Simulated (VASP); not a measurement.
# GaSb (Immm) in VASP: further runs

Runs on GaSb. Level: LDA. Tasks: single point.

Everything below comes from runs of VASP 6.6.1. Logs are shortened: lines on timing, memory, paths and dates and some standing lists are left out, and cuts for length are marked.

## 1. The cell of the first run

The structure is orthorhombic, space group Immm (No. 71). Conventional cell: a = 3.112 Å, b = 5.350 Å, c = 5.787 Å, α = 90.00°, β = 90.00°, γ = 90.00°. Within 3.8 Å of Ga (site symmetry mmm) lie 6 Sb at 2.89 to 3.09 Å and 2 Ga at 3.11 Å. Sb (site symmetry mmm) has 6 Ga at 2.89 to 3.09 Å and 2 Sb at 3.11 Å within 3.8 Å.

## 2. Single point, LDA

INCAR

```
ALGO = Normal ; EDIFF = 1E-6
ENCUT = 500 ; GGA_COMPAT = False
ISIF = 2 ; ISMEAR = -1
LASPH = True ; LCHARG = True
LELF = True ; LREAL = False
LVHAR = True ; LWAVE = False
NBANDS = 16 ; NELM = 120
PREC = Accurate ; SIGMA = 0.1
```

KPOINTS

```
Automatic mesh
0
Gamma
  4 4 4
  0.5 0.5 0.5
```

POSCAR

```
GaSb
1.0
   -1.5559000000      2.6750000000      2.8933100000
    1.5559000000     -2.6750000000      2.8933100000
    1.5559000000      2.6750000000     -2.8933100000
Ga Sb
1 1
Direct
    0.0000000000      0.0000000000      0.0000000000
    0.5000000000      0.5000000000      0.0000000000
```

Potentials or basis: VASP PAW LDA potentials, release 64 (Ga_d, Sb).

On the command line:

```
$ cat potpaw_LDA.64/Ga_d/POTCAR potpaw_LDA.64/Sb/POTCAR > POTCAR
$ mpirun -np 1 vasp_std > vasp.out
```

OUTCAR:

```text
EDIFF = 1E-6
   ENCUT = 500
   ISIF = 2
   ISMEAR = -1
   LASPH = True
   LREAL = False
   NELM = 120
   PREC = Accurate

 ion  position               nearest neighbor table
   1  0.000  0.000  0.000-   2 2.89   2 2.89   2 3.09   2 3.09   2 3.09   2 3.09
   2  0.500  0.500  0.000-   1 2.89   1 2.89   1 3.09   1 3.09   1 3.09   1 3.09

  LATTYP: Found a body centered orthorhombic cell.
 ALAT       =     3.1118000000
 B/A-ratio  =     1.7192621634
 C/A-ratio  =     1.8595732374

  Lattice vectors:

 A1 = (  -1.5559000000,   2.6750000000,   2.8933100000)
 A2 = (   1.5559000000,  -2.6750000000,   2.8933100000)
 A3 = (   1.5559000000,   2.6750000000,  -2.8933100000)

Analysis of symmetry for initial positions (statically):
=====================================================================
 Subroutine PRICEL returns:
 Original cell was already a primitive cell.

 Routine SETGRP: Setting up the symmetry group for a
 body centered orthorhombic supercell.

 Subroutine GETGRP returns: Found  8 space group operations
 (whereof  8 operations were pure point group operations)
 out of a pool of  8 trial point group operations.

The static configuration has the point symmetry D_2h.

Analysis of symmetry for dynamics (positions and initial velocities):
=====================================================================
 Subroutine PRICEL returns:
 Original cell was already a primitive cell.

 Routine SETGRP: Setting up the symmetry group for a
 body centered orthorhombic supercell.

 Subroutine GETGRP returns: Found  8 space group operations
 (whereof  8 operations were pure point group operations)
 out of a pool of  8 trial point group operations.

The dynamic configuration has the point symmetry D_2h.

 Subroutine INISYM returns: Found  8 space group operations
 (whereof  8 operations are pure point group operations),
 and found     1 'primitive' translations

----------------------------------------------------------------------------------------

                                     Primitive cell

  volume of cell :      48.1682

  direct lattice vectors                    reciprocal lattice vectors
    -1.555900000  2.675000000  2.893310000     0.000000000  0.186915888  0.172812454
     1.555900000 -2.675000000  2.893310000     0.321357414  0.000000000  0.172812454
     1.555900000  2.675000000 -2.893310000     0.321357414  0.186915888  0.000000000

  length of vectors
     4.236471712  4.236471712  4.236471712     0.254561767  0.364876324  0.371763549

  position of ions in fractional coordinates (direct lattice)
     0.000000000  0.000000000  0.000000000
     0.500000000  0.500000000  0.000000000

  ion indices of the primitive-cell ions
   primitive index   ion index
                 1           1
                 2           2

----------------------------------------------------------------------------------------

 KPOINTS: Automatic mesh

Automatic generation of k-mesh.
 Grid dimensions read from file:
 generate k-points for:    4    4    4

 Generating k-lattice:

  Cartesian coordinates                     Fractional coordinates (reciprocal lattice)
     0.000000000  0.046728972  0.043203113     0.250000000 -0.000000000  0.000000000
     0.080339353  0.000000000  0.043203113    -0.000000000  0.250000000  0.000000000
     0.080339353  0.046728972  0.000000000     0.000000000  0.000000000  0.250000000

  Length of vectors
     0.063640442  0.091219081  0.092940887

  Shift w.r.t. Gamma in fractional coordinates (k-lattice)
     0.500000000  0.500000000  0.500000000

 Subroutine IBZKPT returns following result:
 ===========================================

 Found     17 irreducible k-points:

 Following reciprocal coordinates:
            Coordinates               Weight
  0.125000  0.125000  0.125000      8.000000
  0.375000  0.125000  0.125000      4.000000
 -0.125000  0.125000  0.125000      2.000000
  0.125000  0.375000  0.125000      4.000000
  0.375000  0.375000  0.125000      4.000000
 -0.375000  0.375000  0.125000      4.000000
[... 9 lines left out ...]
  0.375000 -0.375000  0.375000      2.000000
 -0.375000 -0.375000  0.375000      2.000000
   k-points           NKPTS =     17   k-points in BZ     NKDIM =     17   number of bands    NBANDS=     16
   number of dos      NEDOS =    301   number of ions     NIONS =      2
   total plane-waves  NPLWV =  32768
   dimension x,y,z NGX =    32 NGY =   32 NGZ =   32
   dimension x,y,z NGXF=    64 NGYF=   64 NGZF=   64
   ions per type =               1   1
   NGX,Y,Z   is equivalent  to a cutoff of  12.56, 12.56, 12.56 a.u.
   NGXF,Y,Z  is equivalent  to a cutoff of  25.11, 25.11, 25.11 a.u.
 SYSTEM =  unknown system
   PREC   = accura    normal or accurate (medium, high low for compatibility)
   ISTART =      0    job   : 0-new  1-cont  2-samecut
   ICHARG =      2    charge: 1-file 2-atom 10-const
   ISPIN  =      1    spin polarized calculation?
   LNONCOLLINEAR =      F non collinear calculations
   LSORBIT =      F    spin-orbit coupling
   LASPH  =      T    aspherical Exc in radial PAW
   ENCUT  =  500.0 eV  36.75 Ry    6.06 a.u.   7.72  7.72  7.72*2*pi/ulx,y,z
   NELM   =    120;   NELMIN=  2; NELMDL= -5     # of ELM steps
   EDIFF  = 0.1E-05   stopping-criterion for ELM
   LREAL  =      F    real-space projection
   EDIFFG = 0.1E-04   stopping-criterion for IOM
   NSW    =      0    number of steps for IOM
   IBRION =     -1    ionic relax: 0-MD 1-quasi-New 2-CG
   NFREE  =      0    steps in history (QN), initial steepest desc. (CG)
   ISIF   =      2    stress and relaxation
   ISYM   =      2    0-nonsym 1-usesym 2-fastsym
   POTIM  = 0.5000    time-step for ionic-motion
   TEBEG  =    0.0;   TEEND  =   0.0 temperature during run
   PSTRESS=    0.0 pullay stress
   NELECT =      18.0000    total number of electrons
   NUPDOWN=      -1.0000    fix difference up-down
   EMIN   =  10.00;   EMAX   =-10.00  energy-range for DOS
   EFERMI =   0.00;   METHOD = LEGACY
   ISMEAR =    -1;   SIGMA  =   0.10  broadening in eV -4-tet -1-fermi 0-gaus
   EFERMI_NEDOS =   21; number of points for ismear=-14 and -15
   IALGO  =     38    algorithm
   IMIX   =      4    mixing-type and parameters
     AMIX     =   0.40;   BMIX     =  1.00
     AMIX_MAG =   1.60;   BMIX_MAG =  1.00
  volume/ion in A,a.u.               =      24.08       162.53
  Fermi-wavevector in a.u.,A,eV,Ry     =   1.179177  2.228321 18.918323  1.390457
  Thomas-Fermi vector in A             =   2.315492
   LORBIT       =      0    0 simple, 1 ext, 2 COOP (PROOUT), +10 PAW based schemes
   GGA     = CA    functional components
   LHFCALC =     F    Hartree Fock is set to
   AEXX    =    0.0000 exact exchange contribution
   IVDW    =     0    specifies the selected vdW correction
   LEPSILON=     F    determine dielectric tensor
   LRPA    =     F    only Hartree local field effects (RPA)
 non-spin polarized calculation
  energy-cutoff  :      500.00
  volume of cell :       48.17
 maximum number of plane-waves:      1238
   NGX = 15   NGY = 15   NGZ = 15

 number of electron      17.9999989 magnetization

 Free energy of the ion-electron system (eV)
  ---------------------------------------------------
  ext. energy  EPLUGINS =         0.00000000
  ---------------------------------------------------
  free energy    TOTEN  =        -8.16058154 eV

  energy without entropy =       -8.11300325  energy(sigma->0) =       -8.13679239

 E-fermi :   6.2852     XC(G=0): -10.4745

 val. band max:        6.2554571469   @ k =   0.3750   0.1250   0.1250
 cond. band min:       6.3406548584   @ k =   0.1250   0.1250   0.1250
 fundamental gap:      0.0851977115
 Fermi energy:         6.2852174366

 k-point     1 :       0.1250    0.1250    0.1250
  band No.  band energies     occupation
      1      -8.6231      2.00000
      2      -8.6082      2.00000
      3      -8.6006      2.00000
      4      -8.5948      2.00000
      5      -8.5820      2.00000
      6      -4.1076      2.00000
[... 8 lines left out ...]
     15      14.3835      0.00000
     16      15.1342      0.00000

 k-point     2 :       0.3750    0.1250    0.1250
  band No.  band energies     occupation
      1      -8.6264      2.00000
      2      -8.6095      2.00000
      3      -8.5993      2.00000
      4      -8.5904      2.00000
      5      -8.5840      2.00000
      6      -3.2390      2.00000
[... 8 lines left out ...]
     15      16.6749      0.00000
     16      17.7064      0.00000

 k-point     3 :      -0.1250    0.1250    0.1250
  band No.  band energies     occupation
      1      -8.6153      2.00000
      2      -8.6056      2.00000
      3      -8.6032      2.00000
      4      -8.5998      2.00000
      5      -8.5840      2.00000
      6      -4.6151      2.00000
[... 8 lines left out ...]
     15      13.3906      0.00000
     16      16.5334      0.00000

 k-point     4 :       0.1250    0.3750    0.1250
  band No.  band energies     occupation
      1      -8.6465      2.00000
      2      -8.6199      2.00000
      3      -8.6163      2.00000
      4      -8.5855      2.00000
      5      -8.5248      2.00000
      6      -1.5812      2.00000
[... 8 lines left out ...]
     15      14.1870      0.00000
     16      17.2382      0.00000
[... 191 lines left out ...]
 k-point    15 :      -0.3750    0.3750    0.3750
  band No.  band energies     occupation
      1      -8.6599      2.00000
      2      -8.6037      2.00000
      3      -8.5994      2.00000
      4      -8.5815      2.00000
      5      -8.5797      2.00000
      6      -2.3257      2.00000
[... 8 lines left out ...]
     15      17.4593      0.00000
     16      19.2904      0.00000

 k-point    16 :       0.3750   -0.3750    0.3750
  band No.  band energies     occupation
      1      -8.6865      2.00000
      2      -8.6591      2.00000
      3      -8.5846      2.00000
      4      -8.5653      2.00000
      5      -8.5486      2.00000
      6      -3.5177      2.00000
[... 8 lines left out ...]
     15      17.5608      0.00000
     16      18.3890      0.00000

 k-point    17 :      -0.3750   -0.3750    0.3750
  band No.  band energies     occupation
      1      -8.6840      2.00000
      2      -8.6625      2.00000
      3      -8.5845      2.00000
      4      -8.5645      2.00000
      5      -8.5489      2.00000
      6      -3.6828      2.00000
[... 8 lines left out ...]
     15      16.7871      0.00000
     16      19.7731      0.00000

------------------------ aborting loop because EDIFF is reached ----------------------------------------

  FORCE on cell =-STRESS in cart. coord.  units (eV):
  Direction    XX          YY          ZZ          XY          YZ          ZX
  --------------------------------------------------------------------------------------
  -------------------------------------------------------------------------------------
  Total        1.1118903     -2.2889787     -3.1971868      0.0000000      0.0000000      0.0000000
  in kB       36.9838488    -76.1363240   -106.3452664      0.0000000      0.0000000      0.0000000
  external PRESSURE =     -48.4992472 kB  Pullay stress =       0.0000000 kB

 VOLUME and BASIS-vectors are now :
 -----------------------------------------------------------------------------
  energy-cutoff  :      500.00
  volume of cell :       48.17
      direct lattice vectors                 reciprocal lattice vectors
    -1.555900000  2.675000000  2.893310000     0.000000000  0.186915888  0.172812454
     1.555900000 -2.675000000  2.893310000     0.321357414  0.000000000  0.172812454
     1.555900000  2.675000000 -2.893310000     0.321357414  0.186915888  0.000000000

 POSITION                                       TOTAL-FORCE (eV/Angst)
 -----------------------------------------------------------------------------------
      0.00000      0.00000      0.00000        -0.000000      0.000000     -0.000000
      0.00000      0.00000      2.89331         0.000000     -0.000000      0.000000
 -----------------------------------------------------------------------------------
    total drift:                               -0.000000     -0.000000     -0.000000

  FREE ENERGIE OF THE ION-ELECTRON SYSTEM (eV)
  ---------------------------------------------------
  free  energy   TOTEN  =        -8.1605815357 eV

  energy  without entropy=       -8.1130032505  energy(sigma->0) =       -8.13679239
```

Run time: 14 s. Hardware: 1 thread of Intel Xeon 8259CL, shared host; peak memory 0.16 GiB.

Results:

```
Free energy            : -8.1606 eV
Pressure               : -4.8 GPa
Band gap on the k mesh : zero (band 9 reaches 7.44 eV, above the bottom of band 10 at 4.69 eV)
```

Levels at points of the mesh, in eV from the Fermi level:
```csv
k point,band 7,band 8,band 9,band 10,band 11,band 12
"(0.12, 0.12, 0.12)",-5.13,-0.76,0.06,0.86,2.34,4.64
```

Caveat: the k points lie up to 0.58 Å⁻¹ apart; spin-orbit coupling is left out, which moves the levels of the heavy elements.

## 3. Single point, LDA, non-collinear spin, zero start, spin-orbit coupling

INCAR

```
SYSTEM = GaSb
PREC = Accurate
ENCUT = 500
EDIFF = 1E-6
ISMEAR = -1
SIGMA = 0.1
LREAL = .FALSE.
LASPH = .TRUE.
NELM = 200
ALGO = Normal
ISIF = 2
LWAVE = .FALSE.
LCHARG = .FALSE.
LNONCOLLINEAR = .TRUE.
MAGMOM = 0 0 0 0 0 0
LORBIT = 11
LSORBIT = .TRUE.
GGA_COMPAT = .FALSE.
LORBMOM = .TRUE.
NBANDS = 30
```

KPOINTS is that of step 2.

POSCAR is that of step 2.

Potentials or basis: VASP PAW LDA potentials, release 64 (Ga_d, Sb).

On the command line:

```
$ cat potpaw_LDA.64/Ga_d/POTCAR potpaw_LDA.64/Sb/POTCAR > POTCAR
$ mpirun -np 1 vasp_ncl > vasp.out
```

It took 71 s on 1 thread of Intel Xeon 8259CL, shared host; peak memory 0.26 GiB.

It converged, with:

| Quantity | Value |
| --- | --- |
| Free energy | -8.2471 eV |
| Pressure | -4.6 GPa |
| Net moment | 0.00 μB per cell |
| Valence electrons inside the program's atomic spheres | Ga 11.50; Sb 2.41 |

Stress tensor (GPa, compression positive):
```
  3.47   0.00   0.00
  0.00  -7.30   0.00
  0.00   0.00 -10.04
```

Moments on the atoms (μB; x, y, z):
```
Ga  0.00 0.00 0.00
Sb  0.00 0.00 0.00
```

Caveat: the k points lie up to 0.58 Å⁻¹ apart.
